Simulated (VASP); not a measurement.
# ScAl2 (R-3m) in VASP: a series of runs

The runs below take ScAl2 through single point, with r2SCAN.

All numbers are computed with VASP 6.6.1; they aren't measurements. Logs are shortened: lines on timing, memory, paths and dates and some standing lists are left out, and cuts for length are marked.

## Step 1: The cell of the first run

It takes space group R-3m (No. 166, trigonal). Conventional cell: a = 5.236 Å, b = 5.236 Å, c = 13.228 Å, α = 90.00°, β = 90.00°, γ = 120.00°. Sc (site symmetry 3m) has 12 Al at 3.07 to 3.15 Å and 4 Sc at 3.22 to 3.29 Å within 4.0 Å. Within 3.5 Å of Al (site symmetry 2/m) lie 6 Al at 2.62 to 2.67 Å and 6 Sc at 3.09 to 3.15 Å. Al (site symmetry -3m) has 6 Al at 2.67 Å and 6 Sc at 3.07 Å within 3.5 Å.

## Step 2: Single point, r2SCAN (biaxial strain in the a-b plane: -2.0 %, then relaxed in part)

Contents of POSCAR:

```
ScAl2
1.0
    0.0000000000      3.7020996312      3.7020996312
    3.7020996312      0.0000000000      3.7020996312
    3.7797354777      3.7797354777     -0.0776358465
Sc Al
2 4
Direct
    0.5007190807      0.5007190807      0.4978427578
    0.7492809193      0.7492809193      0.7521572422
    0.1250000000      0.1250000000      0.1250000000
    0.6250000000      0.1250000000      0.1250000000
    0.1250000000      0.6250000000      0.1250000000
    0.1250000000      0.1250000000      0.6250000000
```

Contents of INCAR.step1:

```
SYSTEM = ScAl2
PREC = Accurate ; ENCUT = 520
ISMEAR = 0 ; SIGMA = 0.1
LREAL = .FALSE. ; LASPH = .TRUE.
NELM = 60 ; NBANDS = 26
GGA = PE ; ALGO = Normal
EDIFF = 1E-4 ; LWAVE = .TRUE.
LCHARG = .FALSE.
```

Contents of INCAR.step2:

```
SYSTEM = ScAl2
PREC = Accurate ; ENCUT = 520
EDIFF = 1E-6 ; ISMEAR = 0
SIGMA = 0.1 ; LREAL = .FALSE.
LASPH = .TRUE. ; NELM = 60
ALGO = Normal ; ISIF = 2
LWAVE = .FALSE. ; LCHARG = .FALSE.
METAGGA = R2SCAN ; LMIXTAU = .TRUE.
NBANDS = 26 ; ISTART = 1
```

Contents of KPOINTS:

```
regular mesh
0
G
  8 8 8
  0 0 0
```

Potentials or basis: VASP PAW PBE potentials, release 64 (Sc_sv, Al).

Command:

```
$ cat potpaw_PBE.64/Sc_sv/POTCAR potpaw_PBE.64/Al/POTCAR > POTCAR
$ cp INCAR.step1 INCAR
$ mpirun -np 1 vasp_std > vasp.out
$ cp INCAR.step2 INCAR
$ mpirun -np 1 vasp_std > vasp.out
```

OUTCAR:

```text
SYSTEM = ScAl2
   PREC = Accurate
   ENCUT = 520
   EDIFF = 1E-6
   ISMEAR = 0
   LREAL = .FALSE.
   LASPH = .TRUE.
   NELM = 60
   ISIF = 2
   METAGGA = R2SCAN
   ISTART = 1

 ion  position               nearest neighbor table
   1  0.501  0.501  0.498-   6 3.07   6 3.07   6 3.07   5 3.09   4 3.09   3 3.09   3 3.09   5 3.09
                             4 3.09   3 3.15   5 3.15   4 3.15   2 3.22   2 3.22   2 3.22   2 3.29
   2  0.749  0.749  0.752-   6 3.07   6 3.07   6 3.07   5 3.09   4 3.09   3 3.09   3 3.09   5 3.09
                             4 3.09   3 3.15   4 3.15   5 3.15   1 3.22   1 3.22   1 3.22   1 3.29
   3  0.125  0.125  0.125-   4 2.62   5 2.62   5 2.62   4 2.62   6 2.67   6 2.67   1 3.09   2 3.09
                             1 3.09   2 3.09   1 3.15   2 3.15
   4  0.625  0.125  0.125-   3 2.62   5 2.62   3 2.62   5 2.62   6 2.67   6 2.67   1 3.09   2 3.09
                             2 3.09   1 3.09   2 3.15   1 3.15
   5  0.125  0.625  0.125-   3 2.62   3 2.62   4 2.62   4 2.62   6 2.67   6 2.67   1 3.09   2 3.09
                             1 3.09   2 3.09   2 3.15   1 3.15
   6  0.125  0.125  0.625-   3 2.67   3 2.67   4 2.67   5 2.67   5 2.67   4 2.67   1 3.07   2 3.07
                             1 3.07   2 3.07   1 3.07   2 3.07

  LATTYP: Found a trigonal (rhomboedric) cell.
 ALAT       =     5.3459169361
 COS(alpha) =     0.5204302383

  Lattice vectors:

 A1 = (   3.7797354777,   0.0776358465,  -3.7797354777)
 A2 = (   0.0776358465,   3.7797354777,  -3.7797354777)
 A3 = (   3.7797354777,   3.7797354777,  -0.0776358465)

Analysis of symmetry for initial positions (statically):
=====================================================================
 Subroutine PRICEL returns:
 Original cell was already a primitive cell.

 Routine SETGRP: Setting up the symmetry group for a
 trigonal (rhombohedral) supercell.

 Subroutine GETGRP returns: Found 12 space group operations
 (whereof  6 operations were pure point group operations)
 out of a pool of 12 trial point group operations.

The static configuration has the point symmetry C_3v.
 The point group associated with its full space group is D_3d.

Analysis of symmetry for dynamics (positions and initial velocities):
=====================================================================
 Subroutine PRICEL returns:
 Original cell was already a primitive cell.

 Routine SETGRP: Setting up the symmetry group for a
 trigonal (rhombohedral) supercell.

 Subroutine GETGRP returns: Found 12 space group operations
 (whereof  6 operations were pure point group operations)
 out of a pool of 12 trial point group operations.

The dynamic configuration has the point symmetry C_3v.
 The point group associated with its full space group is D_3d.

 Subroutine INISYM returns: Found 12 space group operations
 (whereof  6 operations are pure point group operations),
 and found     1 'primitive' translations

----------------------------------------------------------------------------------------

                                     Primitive cell

  volume of cell :     104.6707

  direct lattice vectors                    reciprocal lattice vectors
     0.000000000  3.702099631  3.702099631    -0.133685542  0.136431446  0.133685542
     3.702099631  0.000000000  3.702099631     0.136431446 -0.133685542  0.133685542
     3.779735478  3.779735478 -0.077635846     0.130939638  0.130939638 -0.130939638

  length of vectors
     5.235559508  5.235559508  5.345916936     0.233146279  0.233146279  0.226794106

  position of ions in fractional coordinates (direct lattice)
     0.500719081  0.500719081  0.497842758
     0.749280919  0.749280919  0.752157242
     0.125000000  0.125000000  0.125000000
     0.625000000  0.125000000  0.125000000
     0.125000000  0.625000000  0.125000000
     0.125000000  0.125000000  0.625000000

  ion indices of the primitive-cell ions
   primitive index   ion index
                 1           1
                 2           2
                 3           3
                 4           4
                 5           5
                 6           6

----------------------------------------------------------------------------------------

 KPOINTS: regular mesh

Automatic generation of k-mesh.
 Grid dimensions read from file:
 generate k-points for:    8    8    8

 Generating k-lattice:

  Cartesian coordinates                     Fractional coordinates (reciprocal lattice)
    -0.016710693  0.017053931  0.016710693     0.125000000  0.000000000  0.000000000
     0.017053931 -0.016710693  0.016710693     0.000000000  0.125000000  0.000000000
     0.016367455  0.016367455 -0.016367455     0.000000000  0.000000000  0.125000000

  Length of vectors
     0.029143285  0.029143285  0.028349263

  Shift w.r.t. Gamma in fractional coordinates (k-lattice)
     0.000000000  0.000000000  0.000000000

 Subroutine IBZKPT returns following result:
 ===========================================

 Found     65 irreducible k-points:

 Following reciprocal coordinates:
            Coordinates               Weight
  0.000000  0.000000  0.000000      1.000000
  0.125000  0.000000  0.000000      6.000000
  0.250000  0.000000  0.000000      6.000000
  0.375000  0.000000  0.000000      6.000000
  0.500000  0.000000  0.000000      3.000000
  0.125000  0.125000  0.000000      6.000000
[... 16 lines left out ...]
  0.250000  0.000000  0.125000      6.000000
  0.375000  0.000000  0.125000      6.000000
 [... further k-points ...]
   k-points           NKPTS =     65   k-points in BZ     NKDIM =     65   number of bands    NBANDS=     26
   number of dos      NEDOS =    301   number of ions     NIONS =      6
   total plane-waves  NPLWV =  64000
   dimension x,y,z NGX =    40 NGY =   40 NGZ =   40
   dimension x,y,z NGXF=    80 NGYF=   80 NGZF=   80
   ions per type =               2   4
   NGX,Y,Z   is equivalent  to a cutoff of  12.70, 12.70, 12.44 a.u.
   NGXF,Y,Z  is equivalent  to a cutoff of  25.40, 25.40, 24.88 a.u.
 SYSTEM =  ScAl2
   PREC   = accura    normal or accurate (medium, high low for compatibility)
   ISTART =      1    job   : 0-new  1-cont  2-samecut
   ICHARG =      0    charge: 1-file 2-atom 10-const
   ISPIN  =      1    spin polarized calculation?
   LNONCOLLINEAR =      F non collinear calculations
   LSORBIT =      F    spin-orbit coupling
   LASPH  =      T    aspherical Exc in radial PAW
   ENCUT  =  520.0 eV  38.22 Ry    6.18 a.u.   9.73  9.73  9.94*2*pi/ulx,y,z
   NELM   =     60;   NELMIN=  2; NELMDL=  0     # of ELM steps
   EDIFF  = 0.1E-05   stopping-criterion for ELM
   LREAL  =      F    real-space projection
[... 7 lines left out ...]
   TEBEG  =    0.0;   TEEND  =   0.0 temperature during run
   PSTRESS=    0.0 pullay stress
   NELECT =      34.0000    total number of electrons
   NUPDOWN=      -1.0000    fix difference up-down
   EMIN   =  10.00;   EMAX   =-10.00  energy-range for DOS
   EFERMI =   0.00;   METHOD = LEGACY
   ISMEAR =     0;   SIGMA  =   0.10  broadening in eV -4-tet -1-fermi 0-gaus
   EFERMI_NEDOS =   21; number of points for ismear=-14 and -15
   IALGO  =     38    algorithm
   IMIX   =      4    mixing-type and parameters
     AMIX     =   0.40;   BMIX     =  1.00
     AMIX_MAG =   1.60;   BMIX_MAG =  1.00
  volume/ion in A,a.u.               =      17.45       117.73
  Fermi-wavevector in a.u.,A,eV,Ry     =   1.125363  2.126628 17.231000  1.266443
  Thomas-Fermi vector in A             =   2.262040
   LORBIT       =      0    0 simple, 1 ext, 2 COOP (PROOUT), +10 PAW based schemes
   METAGGA = R2SCAN    functional components
   LHFCALC =     F    Hartree Fock is set to
   AEXX    =    0.0000 exact exchange contribution
   IVDW    =     0    specifies the selected vdW correction
   LEPSILON=     F    determine dielectric tensor
   LRPA    =     F    only Hartree local field effects (RPA)
 non-spin polarized calculation
 Gauss-broadening in eV      SIGMA  =   0.10
  energy-cutoff  :      520.00
  volume of cell :      104.67
 maximum number of plane-waves:      2854
   NGX = 19   NGY = 19   NGZ = 19

 number of electron      34.0000006 magnetization

 Free energy of the ion-electron system (eV)
  ---------------------------------------------------
  ext. energy  EPLUGINS =         0.00000000
  ---------------------------------------------------
  free energy    TOTEN  =       -52.84951249 eV

  energy without entropy =      -52.82752823  energy(sigma->0) =      -52.83852036

 E-fermi :   6.7993     XC(G=0): -11.1425

 val. band max:        6.7981666211   @ k =  -0.2500   0.1250  -0.0000
 cond. band min:       6.8123682562   @ k =   0.5000   0.2500   0.0000
 fundamental gap:      0.0142016351
 Fermi energy:         6.7992553240

 k-point     1 :       0.0000    0.0000    0.0000
  band No.  band energies     occupation
      1     -44.5820      2.00000
      2     -44.5355      2.00000
      3     -22.3117      2.00000
      4     -22.3116      2.00000
      5     -22.2992      2.00000
      6     -22.1883      2.00000
[... 18 lines left out ...]
     25      10.5454      0.00000
     26      10.5575      0.00000

 k-point     2 :       0.1250    0.0000    0.0000
  band No.  band energies     occupation
      1     -44.5806      2.00000
      2     -44.5368      2.00000
      3     -22.3142      2.00000
      4     -22.3122      2.00000
      5     -22.3017      2.00000
      6     -22.1865      2.00000
[... 18 lines left out ...]
     25      10.3128      0.00000
     26      10.3898      0.00000

 k-point     3 :       0.2500    0.0000    0.0000
  band No.  band energies     occupation
      1     -44.5769      2.00000
      2     -44.5405      2.00000
      3     -22.3200      2.00000
      4     -22.3139      2.00000
      5     -22.3072      2.00000
      6     -22.1858      2.00000
[... 572 lines left out ...]
 k-point    23 :       0.2500    0.0000    0.1250
  band No.  band energies     occupation
      1     -44.5771      2.00000
      2     -44.5403      2.00000
      3     -22.3227      2.00000
      4     -22.3160      2.00000
      5     -22.3004      2.00000
      6     -22.1938      2.00000
[... 18 lines left out ...]
     25      10.1663      0.00000
     26      10.1723      0.00000

 k-point    24 :       0.3750    0.0000    0.1250
  band No.  band energies     occupation
      1     -44.5724      2.00000
      2     -44.5449      2.00000
      3     -22.3279      2.00000
      4     -22.3227      2.00000
      5     -22.2998      2.00000
      6     -22.1962      2.00000
[... 18 lines left out ...]
     25      10.2645      0.00000
     26      10.2796      0.00000

 [... further k-points ...]

------------------------ aborting loop because EDIFF is reached ----------------------------------------

  FORCE on cell =-STRESS in cart. coord.  units (eV):
  Direction    XX          YY          ZZ          XY          YZ          ZX
  --------------------------------------------------------------------------------------
  -------------------------------------------------------------------------------------
  Total        2.0456631      2.0456631      2.0456631     -1.0221931      1.0221931      1.0221931
  in kB       31.3126352     31.3126352     31.3126352    -15.6465458     15.6465458     15.6465458
  external PRESSURE =      31.3126352 kB  Pullay stress =       0.0000000 kB

 VOLUME and BASIS-vectors are now :
 -----------------------------------------------------------------------------
  energy-cutoff  :      520.00
  volume of cell :      104.67
      direct lattice vectors                 reciprocal lattice vectors
     0.000000000  3.702099631  3.702099631    -0.133685542  0.136431446  0.133685542
     3.702099631  0.000000000  3.702099631     0.136431446 -0.133685542  0.133685542
     3.779735478  3.779735478 -0.077635846     0.130939638  0.130939638 -0.130939638

 POSITION                                       TOTAL-FORCE (eV/Angst)
 -----------------------------------------------------------------------------------
      3.73543      3.73543      3.66877        -0.000107     -0.000107      0.000107
      5.61687      5.61687      5.48943         0.000107      0.000107     -0.000107
      0.93523      0.93523      0.91582         0.000000     -0.000000      0.000000
      0.93523      2.78628      2.76687         0.000000     -0.000000      0.000000
      2.78628      0.93523      2.76687         0.000000      0.000000      0.000000
      2.82510      2.82510      0.87700         0.000000      0.000000      0.000000
 -----------------------------------------------------------------------------------
    total drift:                                0.000000      0.000000      0.000000

  FREE ENERGIE OF THE ION-ELECTRON SYSTEM (eV)
  ---------------------------------------------------
  free  energy   TOTEN  =       -52.8495124860 eV

  energy  without entropy=      -52.8275282329  energy(sigma->0) =      -52.83852036
```

It took 8.4 min on 1 thread of AMD EPYC 9R45 (Zen 5), shared host; peak memory 0.32 GiB.

What came out:

```yaml
Free_energy: -52.8495 eV
Pressure: 3.1 GPa
Band_gap_on_the_k_mesh: zero (bands 17 and 18 overlap by 2.61 eV)
```

Stress tensor (GPa, compression positive):
```
 3.13 -1.56  1.56
-1.56  3.13  1.56
 1.56  1.56  3.13
```

Levels at points of the mesh, in eV from the Fermi level:
| k point | band 14 | band 15 | band 16 | band 17 | band 18 | band 19 | band 20 | band 21 |
| --- | --- | --- | --- | --- | --- | --- | --- | --- |
| (0.00, 0.00, 0.00) | -2.67 | -2.42 | -2.42 | -1.88 | -1.88 | 0.46 | 2.28 | 2.34 |
| (0.50, 0.00, 0.00) | -2.23 | -2.03 | -0.36 | -0.22 | -0.06 | 1.68 | 1.88 | 2.07 |
| (0.50, 0.50, 0.00) | -3.85 | 0.24 | 0.31 | 0.73 | 0.79 | 0.88 | 0.92 | 1.11 |
| (0.00, 0.00, 0.50) | -2.07 | -2.07 | -0.34 | -0.17 | -0.17 | 1.84 | 1.84 | 1.99 |

Caveat: the cell differs from its parent crystal (biaxial strain in the a-b plane: -2.0 %, then relaxed in part); the cell stands under pressure; the PAW data sets were made with another functional, which shifts forces and pressure a little.

## Step 3: Single point, r2SCAN (biaxial strain in the a-b plane: -2.0 %)

Contents of POSCAR:

```
ScAl2
1.0
    0.0000000000      3.7020996312      3.7020996312
    3.7020996312      0.0000000000      3.7020996312
    3.7826895551      3.7826895551     -0.0805899239
Sc Al
2 4
Direct
    0.5000000000      0.5000000000      0.5000000000
    0.7500000000      0.7500000000      0.7500000000
    0.1250000000      0.1250000000      0.1250000000
    0.6250000000      0.1250000000      0.1250000000
    0.1250000000      0.6250000000      0.1250000000
    0.1250000000      0.1250000000      0.6250000000
```

Contents of INCAR.step1:

```
PREC = Accurate ; ENCUT = 520
ISMEAR = 0 ; SIGMA = 0.1
LREAL = False ; LASPH = True
NELM = 100 ; NBANDS = 26
GGA = PE ; ALGO = Normal
EDIFF = 1E-4 ; LWAVE = True
LCHARG = False
```

Contents of INCAR.step2:

```
PREC = Accurate ; ENCUT = 520
EDIFF = 1E-6 ; ISMEAR = 0
SIGMA = 0.1 ; LREAL = False
LASPH = True ; NELM = 100
ALGO = Normal ; ISIF = 2
LWAVE = False ; LCHARG = False
METAGGA = R2SCAN ; LMIXTAU = True
NBANDS = 26 ; ISTART = 1
```

Contents of KPOINTS:

```
Automatic mesh
0
Gamma
  8 8 8
```

Potentials or basis: VASP PAW PBE potentials, release 64 (Sc_sv, Al).

Command:

```
$ cat potpaw_PBE.64/Sc_sv/POTCAR potpaw_PBE.64/Al/POTCAR > POTCAR
$ cp INCAR.step1 INCAR
$ mpirun -np 1 vasp_std > vasp.out
$ cp INCAR.step2 INCAR
$ mpirun -np 1 vasp_std > vasp.out
```

Wall time 8.6 min (1 thread of AMD EPYC 9R45 (Zen 5), shared host); peak memory 0.32 GiB.

The run converged. Its results:

| Property | Result |
| --- | --- |
| Free energy | -52.8488 eV |
| Pressure | 3.0 GPa |
| Largest force | 0.067 eV/Å |
| Band gap on the k mesh | zero (bands 17 and 18 overlap by 2.61 eV) |

Forces on the atoms (eV/Å):
```
Sc  -0.039 -0.039  0.039
Sc   0.039  0.039 -0.039
Al   0.000  0.000  0.000
Al   0.000  0.000  0.000
Al   0.000  0.000  0.000
Al   0.000  0.000  0.000
```

Stress tensor (GPa, compression positive):
```
 3.01 -1.65  1.65
-1.65  3.01  1.65
 1.65  1.65  3.01
```

Levels at points of the mesh, in eV from the Fermi level:
```
           k point  band 13  band 14  band 15  band 16  band 17  band 18  band 19  band 20  band 21  band 22
(0.00, 0.00, 0.00)    -2.72    -2.69    -2.41    -2.41    -1.88    -1.88     0.46     2.28     2.33     2.33
(0.50, 0.00, 0.00)    -3.85    -2.24    -2.03    -0.36    -0.23    -0.06     1.70     1.88     2.07     2.91
(0.50, 0.50, 0.00)    -3.92    -3.84     0.26     0.29     0.73     0.78     0.86     0.92     1.12     1.17
(0.00, 0.00, 0.50)    -3.75    -2.06    -2.06    -0.33    -0.16    -0.16     1.80     1.80     1.98     2.87
```

Caveat: the cell differs from its parent crystal (biaxial strain in the a-b plane: -2.0 %); the cell stands under pressure; the PAW data sets were made with another functional, which shifts forces and pressure a little.

## Step 4: Single point, r2SCAN (biaxial strain in the a-b plane: +2.0 %)

POSCAR: that of step 3 with these lines changed.

```diff
@@ -2,5 +2,5 @@
 1.0
-    0.0000000000      3.7020996312      3.7020996312
-    3.7020996312      0.0000000000      3.7020996312
-    3.7826895551      3.7826895551     -0.0805899239
+    0.0000000000      3.8532057386      3.8532057386
+    3.8532057386      0.0000000000      3.8532057386
+    3.7726158147      3.7726158147      0.0805899239
 Sc Al
```

Contents of INCAR.step1:

```
PREC = Accurate
ENCUT = 520
ISMEAR = 0
SIGMA = 0.1
LREAL = F
LASPH = T
NELM = 60
NBANDS = 26
GGA = PE
ALGO = Normal
EDIFF = 1E-4
LWAVE = T
LCHARG = F
```

Contents of INCAR.step2:

```
PREC = Accurate
ENCUT = 520
EDIFF = 1E-6
ISMEAR = 0
SIGMA = 0.1
LREAL = F
LASPH = T
NELM = 60
ALGO = Normal
ISIF = 2
LWAVE = F
LCHARG = T
METAGGA = R2SCAN
LMIXTAU = T
LELF = T
LVHAR = T
NBANDS = 26
ISTART = 1
```

KPOINTS is that of step 3.

Command:

```
$ cat potpaw_PBE.64/Sc_sv/POTCAR potpaw_PBE.64/Al/POTCAR > POTCAR
$ cp INCAR.step1 INCAR
$ mpirun -np 1 vasp_std > vasp.out
$ cp INCAR.step2 INCAR
$ mpirun -np 1 vasp_std > vasp.out
```

Wall time 9.7 min (1 thread of AMD EPYC 9R45 (Zen 5), shared host); peak memory 0.34 GiB.

It converged, with:

* Free energy: -52.8565 eV
* Pressure: -2.3 GPa
* Largest force: 0.047 eV/Å
* Band gap on the k mesh: zero (bands 17 and 18 overlap by 2.51 eV)

Forces in eV/Å, atoms in the order of the input:
```
Sc   0.027  0.027 -0.027
Sc  -0.027 -0.027  0.027
Al   0.000  0.000  0.000
Al   0.000  0.000  0.000
Al   0.000  0.000  0.000
Al   0.000  0.000  0.000
```

Stress tensor (GPa, compression positive):
```
-2.35  1.47 -1.47
 1.47 -2.35 -1.47
-1.47 -1.47 -2.35
```

Levels at points of the mesh, in eV from the Fermi level:
```tsv
k point	band 13	band 14	band 15	band 16	band 17	band 18	band 19	band 20	band 21	band 22
(0.00, 0.00, 0.00)	-2.59	-2.59	-2.55	-2.34	-1.78	-1.78	0.38	2.14	2.14	2.17
(0.50, 0.00, 0.00)	-3.68	-2.15	-1.95	-0.34	-0.22	-0.08	1.67	1.71	1.99	2.72
(0.50, 0.50, 0.00)	-3.81	-3.74	0.26	0.30	0.73	0.76	0.78	0.95	1.10	1.11
(0.00, 0.00, 0.50)	-3.92	-2.13	-2.13	-0.38	-0.12	-0.12	1.78	1.78	1.98	2.75
```

Caveat: the cell differs from its parent crystal (biaxial strain in the a-b plane: +2.0 %); the PAW data sets were made with another functional, which shifts forces and pressure a little.

## Step 5: Overview

| cell | gap on the mesh (eV) | pressure (GPa) | largest force (eV/Å) |
| --- | --- | --- | --- |
| a = 5.236, b = 5.236, c = 5.346 Å, angles 60.7, 60.7, 60.0°, 6 atoms, atomic positions A | none | 3.1 | - |
| a = 5.236, b = 5.236, c = 5.350 Å, angles 60.7, 60.7, 60.0°, 6 atoms, atomic positions B | none | 3.0 | 0.07 |
| a = 5.449, b = 5.449, c = 5.336 Å, angles 59.3, 59.3, 60.0°, 6 atoms, atomic positions B | none | -2.3 | 0.05 |

Alike in all rows: task single point; level r2SCAN; potentials or basis VASP PAW PBE potentials, release 64 (Sc_sv, Al); no spin polarisation; k mesh 8 × 8 × 8; cutoff (eV) 520; smearing gaussian 0.1 eV.

Caveats: the PAW data sets were made with another functional, which shifts forces and pressure a little; the cell stands under pressure (at least some runs).

Absolute energies hang on the potentials; compare differences alone.
